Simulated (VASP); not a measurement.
Here is a VASP 6.6.1 calculation.

INCAR

```
ALGO = Normal
EDIFF = 1E-6
ENCUT = 520
GGA = PS
ISIF = 2
ISMEAR = -1
LASPH = True
LCHARG = False
LREAL = False
LWAVE = False
NBANDS = 18
NELM = 100
PREC = Accurate
SIGMA = 0.1
```

The input KPOINTS:

```
k-points
0
Gamma
  12 12 12
```

POSCAR

```
Si2Mo
1.0
   -1.6000000000      1.6000000000      3.9305000000
    1.6000000000     -1.6000000000      3.9305000000
    1.6000000000      1.6000000000     -3.9305000000
Si Mo
2 1
Direct
    0.3330000000      0.3330000000      0.0000000000
    0.6670000000      0.6670000000      0.0000000000
    0.0000000000      0.0000000000      0.0000000000
```

Potentials or basis: VASP PAW PBE potentials, release 64 (Si, Mo_sv).

The run is started by

```bash
$ cat potpaw_PBE.64/Si/POTCAR potpaw_PBE.64/Mo_sv/POTCAR > POTCAR
$ mpirun -np 1 vasp_std > vasp.out
```

**Question.** What does it give for the band gap on the k mesh?

**Answer.** Zero (bands 11 and 12 overlap by 1.04 eV).

**Question.** Predict the pressure.

**Answer.** -2.3 GPa.

**Question.** What does it give for the largest force?

**Answer.** 0.320 eV/Å.

Forces in eV/Å, atoms in the order of the input:
```
Si   0.000  0.000  0.320
Si   0.000  0.000 -0.320
Mo   0.000  0.000  0.000
```

Caveat: the PAW data sets were made with another functional, which shifts forces and pressure a little.
